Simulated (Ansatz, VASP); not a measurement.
## Two plane-wave programs on N

Contents of INCAR:

```
SYSTEM = N
PREC = Accurate ; ENCUT = 520
EDIFF = 1E-6 ; ISMEAR = 0
SIGMA = 0.05 ; LREAL = .FALSE.
LASPH = .TRUE. ; NELM = 150
ALGO = Normal ; ISIF = 2
LWAVE = .FALSE. ; LCHARG = .FALSE.
ISPIN = 2 ; MAGMOM = 3.24 3.24 3.24 3.24
LORBIT = 11 ; GGA = PS
NBANDS = 22
```

The input KPOINTS:

```
Automatic mesh
0
G
  4 4 4
  0 0 0
```

File POSCAR:

```
N
1.0
    6.2003186186      0.0000000000      0.0000000000
    0.0000000000      5.4983957562      0.0000000000
    0.0000000000      0.0000000000      5.8493571874
N
4
Direct
    0.0000638858      0.0000638858      0.0000638858
    0.4999361142      0.9999361142      0.5000638858
    0.5000638858      0.4999361142      0.9999361142
    0.9999361142      0.5000638858      0.4999361142
```

Input for Ansatz:

```yaml
crystal:
  lattice:
    - [6.2003186186, 0.0, 0.0]
    - [0.0, 5.4983957562, 0.0]
    - [0.0, 0.0, 5.8493571874]
  atoms:
    - { symbol: "N", position: [6.38858e-05, 6.38858e-05, 6.38858e-05], spin: 3.24 }
    - { symbol: "N", position: [0.4999361142, 0.9999361142, 0.5000638858], spin: 3.24 }
    - { symbol: "N", position: [0.5000638858, 0.4999361142, 0.9999361142], spin: 3.24 }
    - { symbol: "N", position: [0.9999361142, 0.5000638858, 0.4999361142], spin: 3.24 }
basis:
  ecutwfc: 420
kpoints:
  mp_grid: { grid: [4, 4, 4] }
hamiltonian:
  xc: pbesol
scf:
  occupations: { method: gaussian, width: 0.05 }
output:
  forces: true
  stress: true
  eigenvalues: true
  populations: true
magnetization:
  spin_polarized: true
```

Change from the starting cell: strain +0.0600 x Voigt [1, -1, 0, 0, 0, 0], atoms carried along.

Alike in both runs: task single point; functional PBEsol; k mesh 4 × 4 × 4; occupations gaussian, width 0.05 eV; collinear spin.

|  | VASP | Ansatz |
| --- | --- | --- |
| version | VASP 6.6.1 | Ansatz 0.2.0 |
| potentials or method | VASP PAW PBE potentials, release 64 (N), cutoff 520 eV | scalar-relativistic, plane waves, PAW |
| valence electrons in the cell | 20 | 20 |

VASP gave:

```
gap on the k mesh at the Fermi level (eV)                     : 3.33
least direct gap on the mesh (eV)                             : 3.35
pressure (GPa)                                                : 0.0
net moment per atom (μB)                                      : 3.00
size of the moment on the site where the two differ most (μB) : 1.94
```

Estimate Ansatz's values.

gap on the k mesh at the Fermi level (eV): 3.32; least direct gap on the mesh (eV): 3.35; pressure (GPa): 0.1; net moment per atom (μB): 3.00; size of the moment on the site where the two differ most (μB): 2.93.

VASP's potentials were made for PBE, not for PBEsol. Site moments also hang on the region over which each program counts them.
